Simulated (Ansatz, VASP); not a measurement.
**In3As: VASP beside Ansatz**

```
CELL_PARAMETERS angstrom
4.59546 0.00000 0.00000
0.00000 4.59546 0.00000
0.00000 0.00000 4.59546
ATOMIC_POSITIONS crystal
In 0.00000 0.50000 0.50000
In 0.50000 0.00000 0.50000
In 0.50000 0.50000 0.00000
As 0.00000 0.00000 0.00000
```

Alike in both runs: functional r2SCAN; dispersion D4; k mesh 4 × 4 × 4; occupations fermi-dirac, width 0.01 eV; no spin polarisation.

Ansatz relaxed the structure, and its values are those at the end. VASP's run is a single point on that final structure, the one shown.

|  | VASP | Ansatz |
| --- | --- | --- |
| version | VASP 6.6.1 | Ansatz 0.2.0 |
| potentials or method | VASP PAW PBE potentials, release 64 (In_d, As), cutoff 520 eV | plane waves, PAW |
| valence electrons in the cell | 44 | 54 |

```csv
,VASP,Ansatz,Ansatz less VASP
pressure (GPa),0.0,0.0,-0.03
```

VASP's potentials were made for PBE, not for r2SCAN. VASP's potentials hold 44 valence electrons a cell and Ansatz's 54, so a difference there can come from the potentials and not from the codes. Ansatz's warnings: stress scf threshold loose.
